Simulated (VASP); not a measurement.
Write the native input for VASP 6.6.1 that does the following.

```
Task                   : single point
Functional             : PBE
Dispersion             : D3(BJ)
Potentials or basis    : VASP PAW PBE potentials, release 64 (Cl, H)
Cutoff                 : 520 eV
k mesh                 : 1 × 1 × 1
Occupations            : fermi-dirac, width 0.02 eV
Spin                   : no spin polarisation
Dipole correction      : no
Further INCAR settings : LREAL = Auto; ALGO = Normal; EDIFF = 1e-06; NBANDS = 56
```

The structure of HCl lies in POSCAR:

```
HCl
1.0
    7.9895700000      0.0000000000      0.0000000000
    0.0000000000      7.9895700000      0.0000000000
    0.0000000000      0.0000000000      7.9895700000
Cl H
10 10
Direct
    0.5727091696      0.5694173779      0.9246930686
    0.0313909259      0.3101293311      0.9979010134
    0.1344502896      0.6617878059      0.6414487889
    0.4097842562      0.5158850852      0.3413325123
    0.8197687735      0.9508772062      0.8312712699
    0.8334866582      0.6906504355      0.2807535324
    0.6238007803      0.1579684514      0.1896347363
    0.7905932359      0.3823610032      0.5802064442
    0.0894541258      0.1046489361      0.3359880444
    0.4029002812      0.1575554129      0.6905753376
    0.4368820850      0.4894756539      0.9665100875
    0.0501278542      0.3217945396      0.8383680223
    0.2498006776      0.6147264496      0.5310298301
    0.5152467530      0.3979062703      0.3939135648
    0.8546893012      1.0138092538      0.6909257945
    0.7209399254      0.6515995229      0.1771434508
    0.6944178473      0.2693511666      0.0944356204
    0.8272284992      0.5281260443      0.5107158458
    0.1540883927      0.0310279527      0.4695621917
    0.4474959228      0.0197257174      0.7723068951
```

One way to write it, as run:

INCAR

```
  PREC = Accurate
  ENCUT = 520
  EDIFF = 1E-6
  ISMEAR = -1
  SIGMA = 0.02
  LREAL = Auto
  LASPH = T
  NELM = 100
  ALGO = Normal
  ISIF = 2
  LWAVE = F
  LCHARG = T
  GGA = PE
  IVDW = 12
  LELF = T
  LVHAR = T
  NBANDS = 56
```

KPOINTS

```
regular mesh
0
Gamma
  1 1 1
```

Potentials or basis: VASP PAW PBE potentials, release 64 (Cl, H).

The run is started by

```sh
$ cat potpaw_PBE.64/Cl/POTCAR potpaw_PBE.64/H/POTCAR > POTCAR
$ mpirun -np 1 vasp_gam > vasp.out
```

Results of the run:

```
Pressure                   : -0.2 GPa
Largest force              : 1.234 eV/Å
Dispersion energy per atom : -0.063 eV
```

Caveat: the k points lie up to 0.79 Å⁻¹ apart; the atoms stand as in a frame of molecular dynamics.

Wall time 38 s on 1 thread of Intel(R) Xeon(R) 6975P-C (Granite Rapids), on a shared host, peak memory 0.45 GiB.
